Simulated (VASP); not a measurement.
## AlCu5: single point with PBE

Crystal: AlCu5.

```
Al Cu
1.0
     3.01178    0.00000    0.00000
     0.00000    3.01178    0.00000
     0.00000    0.00000    8.20454
Al Cu
1 5
Direct
  0.00000 0.00000 0.50000
  0.00000 0.00000 0.83681
  0.50000 0.50000 0.67139
  0.50000 0.50000 0.32861
  0.00000 0.00000 0.16319
  0.50000 0.50000 0.00000
```

```
Program             : VASP 6.6.1
Task                : single point
Functional          : PBE
Potentials or basis : VASP PAW PBE potentials, release 64 (Al, Cu)
Cutoff              : 520 eV
k mesh              : 6 × 6 × 2
Occupations         : gaussian, width 0.1 eV
Spin                : no spin polarisation
```

```yaml
Pressure: 0.4 GPa
Largest_force: 0.051 eV/Å
Band_gap_on_the_k_mesh: zero (band 29 reaches 9.41 eV, above the bottom of band 30 at 6.55 eV)
```

Forces on the atoms (eV/Å):
```
Al   0.000  0.000  0.000
Cu   0.000  0.000 -0.051
Cu   0.000  0.000  0.015
Cu   0.000  0.000 -0.015
Cu   0.000  0.000  0.051
Cu   0.000  0.000  0.000
```

Stress tensor (GPa, compression positive):
```
 0.82  0.00  0.00
 0.00  0.82  0.00
 0.00  0.00 -0.39
```

Levels at points of the mesh, in eV from the Fermi level:
```csv
k point,band 27,band 28,band 29,band 30,band 31,band 32
"(0.00, 0.00, 0.00)",-2.05,-1.75,0.78,0.95,5.14,5.14
"(0.50, 0.00, 0.00)",-1.69,-1.52,-1.52,-1.43,-1.37,4.07
"(0.50, 0.50, 0.00)",-2.05,0.10,1.16,1.69,1.69,2.17
"(0.00, 0.00, 0.50)",-1.77,-1.75,-1.44,5.03,5.48,5.48
"(0.50, 0.00, 0.50)",-1.71,-1.71,-1.71,-1.17,-0.95,2.57
"(0.50, 0.50, 0.50)",-0.48,-0.44,-0.44,0.11,1.17,3.01
```

It took 53 s on 1 thread of Intel(R) Xeon(R) Platinum 8488C (Sapphire Rapids), with other jobs on the host, peak memory 0.19 GiB.

Caveat: the k points lie up to 0.38 Å⁻¹ apart.
